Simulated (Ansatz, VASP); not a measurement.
**One calculation of GaAs, two programs**

The input POSCAR:

```
GaAs
1.0
    0.0000000000      2.8268500000      2.8268500000
    2.8268500000      0.0000000000      2.8268500000
    2.8268500000      2.8268500000      0.0000000000
Ga As
1 1
Direct
    0.0000000000      0.0000000000      0.0000000000
    0.2500000000      0.2500000000      0.2500000000
```

The input INCAR.step1:

```
SYSTEM = GaAs
  PREC = Accurate
  ENCUT = 520
  EDIFF = 1E-5
  ISMEAR = 0
  SIGMA = 0.01
  LREAL = .False.
  LASPH = .True.
  NELM = 60
  ALGO = Normal
  ISIF = 2
  LWAVE = .True.
  LCHARG = .False.
  GGA = PE
  NBANDS = 16
```

The input INCAR.step2:

```
SYSTEM = GaAs
  PREC = Accurate
  ENCUT = 520
  EDIFF = 1E-6
  ISMEAR = 0
  SIGMA = 0.01
  LREAL = .False.
  LASPH = .True.
  NELM = 60
  ALGO = Normal
  ISIF = 2
  LWAVE = .False.
  LCHARG = .False.
  GGA = B3
  LHFCALC = .True.
  AEXX = 0.2
  AGGAX = 0.72
  AGGAC = 0.81
  ALDAC = 0.19
  PRECFOCK = Normal
  ISTART = 1
  NBANDS = 16
```

KPOINTS

```
Automatic mesh
0
Gamma
  4 4 4
  0 0 0
```

Input for Ansatz:

```yaml
crystal:
  lattice:
    - [0.0, 2.82685, 2.82685]
    - [2.82685, 0.0, 2.82685]
    - [2.82685, 2.82685, 0.0]
  atoms:
    - { symbol: Ga, position: [0.0, 0.0, 0.0] }
    - { symbol: As, position: [0.25, 0.25, 0.25] }
kpoints:
  mp_grid:
    grid: [4, 4, 4]
    shift: [0.0, 0.0, 0.0]
hamiltonian:
  xc: b3lyp
scf:
  occupations:
    method: fixed
output:
  eigenvalues: true
```

Alike in both runs: task single point; functional B3LYP; k mesh 4 × 4 × 4; no spin polarisation.

|  | VASP | Ansatz |
| --- | --- | --- |
| version | VASP 6.6.1 | Ansatz 0.2.0 |
| potentials or method | VASP PAW PBE potentials, release 64 (Ga_d, As) | plane waves, PAW |
| plane-wave cutoff (eV) | 520 | 420 |
| occupations | gaussian, width 0.01 eV | fixed |
| valence electrons in the cell | 18 | 28 |

```tsv
	VASP	Ansatz	Ansatz less VASP
gap on the k mesh at the Fermi level (eV)	1.70	1.62	-0.083
```

VASP's potentials were made for PBE, not for B3LYP. VASP's potentials hold 18 valence electrons a cell and Ansatz's 28, so a difference there can come from the potentials and not from the codes.

The k mesh is coarse, so the values compare programs but aren't converged.
